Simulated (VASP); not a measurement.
Set up this calculation in VASP 6.6.1, as the native input.

- Task: single point
- Functional: PBE
- Potentials or basis: VASP PAW PBE potentials, release 64 (Mg, Si, N)
- Cutoff: 520 eV
- k mesh: 16 × 16 × 12
- Occupations: gaussian, width 0.1 eV
- Spin: no spin polarisation
- Dipole correction: no
- Further INCAR settings: ALGO = Normal; EDIFF = 1e-06; NBANDS = 12

The structure of MgSiN lies in POSCAR:

```
MgSiN
1.0
    3.0669793163      0.0000000000      0.0000000000
    0.0000000000      3.0669793163      0.0000000000
    0.0000000000      0.0000000000      3.8247606258
Mg Si N
1 1 1
Direct
    0.0000000000      0.0000000000      0.0000000000
    0.5000000000      0.5000000000      0.5000000000
    0.5000000000      0.5000000000      0.0000000000
```

The cell was built from a structure type or drawn by symmetry, and may not be a known phase.

The input as run:

INCAR

```
PREC = Accurate ; ENCUT = 520
EDIFF = 1E-6 ; ISMEAR = 0
SIGMA = 0.1 ; LREAL = F
LASPH = T ; NELM = 60
ALGO = Normal ; ISIF = 2
LWAVE = F ; LCHARG = F
GGA = PE ; NBANDS = 12
```

KPOINTS

```
regular mesh
0
Gamma
  16 16 12
```

Potentials or basis: VASP PAW PBE potentials, release 64 (Mg, Si, N).

Command:

```sh
$ cat potpaw_PBE.64/Mg/POTCAR potpaw_PBE.64/Si/POTCAR potpaw_PBE.64/N/POTCAR > POTCAR
$ mpirun -np 1 vasp_std > vasp.out
```

It gave:

| Quantity | Value |
| --- | --- |
| Pressure | -0.3 GPa |
| Band gap on the k mesh | zero (an odd number of electrons rules out a gap without spin polarisation) |

It took 2.4 min on 1 thread of Intel Xeon 8259CL, with other jobs on the host, peak memory 0.27 GiB.
